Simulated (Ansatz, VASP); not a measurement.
Two plane-wave programs on Eu

POSCAR

```
Eu
1.0
   -4.5239998800      4.5239998800      4.5239998800
    2.2619999400     -2.2619999400      2.2619999400
    2.2619999400      2.2619999400     -2.2619999400
Eu
2
Direct
    0.0000000000      0.0000000000      0.0000000000
    0.5000000000      0.0000000000      0.0000000000
```

Contents of INCAR.step1:

```
SYSTEM = Eu
ALGO = Normal
EDIFF = 1E-4
ENCUT = 520
GGA = PE
ISMEAR = 1
ISPIN = 2
LASPH = .True.
LCHARG = .False.
LMAXMIX = 6
LREAL = .False.
LWAVE = .True.
MAGMOM = 7.3 7.3
NBANDS = 28
NELM = 150
PREC = Accurate
SIGMA = 0.0776
```

INCAR.step2

```
SYSTEM = Eu
ALGO = Normal
EDIFF = 1E-7
ENCUT = 520
ISIF = 2
ISMEAR = 1
ISPIN = 2
ISTART = 1
LASPH = .True.
LCHARG = .False.
LMAXMIX = 6
LMIXTAU = .True.
LORBIT = 11
LREAL = .False.
LWAVE = .False.
MAGMOM = 7.3 7.3
METAGGA = R2SCAN
NBANDS = 28
NELM = 150
PREC = Accurate
SIGMA = 0.0776
```

Contents of KPOINTS:

```
k-points
0
Gamma
  3 6 6
  0 0 0
```

Input for Ansatz:

```yaml
crystal:
  lattice:
    - [-4.52399988, 4.52399988, 4.52399988]
    - [2.26199994, -2.26199994, 2.26199994]
    - [2.26199994, 2.26199994, -2.26199994]
  atoms:
    - { symbol: Eu, position: [0.0, 0.0, 0.0], spin: 7.3 }
    - { symbol: Eu, position: [0.5, 0.0, 0.0], spin: 7.3 }
kpoints:
  mp_grid: { grid: [3, 6, 6], shift: [0, 0, 0] }
magnetization:
  spin_polarized: true
scf:
  occupations: { method: cold, width: 0.0776 }
  n_extra_bands: 32
  mixing: { preconditioner: kerker }
hamiltonian:
  pseudopotentials: { kind: paw }
  xc: r2scan
basis:
  ecutwfc: 500
output:
  forces: true
  stress: true
  eigenvalues: true
```

Alike in both runs: task single point; functional r2SCAN; k mesh 3 × 6 × 6; collinear spin.

```csv
,VASP,Ansatz
version,VASP 6.6.1,Ansatz 0.2.0
potentials or method,"VASP PAW PBE potentials, release 64 (Eu), cutoff 520 eV",PAW plane waves
occupations,"methfessel-paxton of order 1, width 0.0776 eV","cold, width 0.0776 eV"
valence electrons in the cell,34,34
```

|  | VASP | Ansatz | Ansatz less VASP |
| --- | --- | --- | --- |
| gap on the k mesh at the Fermi level (eV) | none | none | - |
| pressure (GPa) | -1.0 | -0.7 | +0.32 |
| net moment per atom (μB) | 7.70 | 7.69 | -0.011 |
| size of the moment on the site where the two differ most (μB) | 6.70 | 7.24 | +0.549 |

VASP's potentials were made for PBE, not for r2SCAN. Site moments also hang on the region over which each program counts them. A gap of «none» marks a metal or a gap that the smearing closes. Ansatz's warnings: given moment on shells, stability check not made.

Spin-orbit coupling is off throughout.
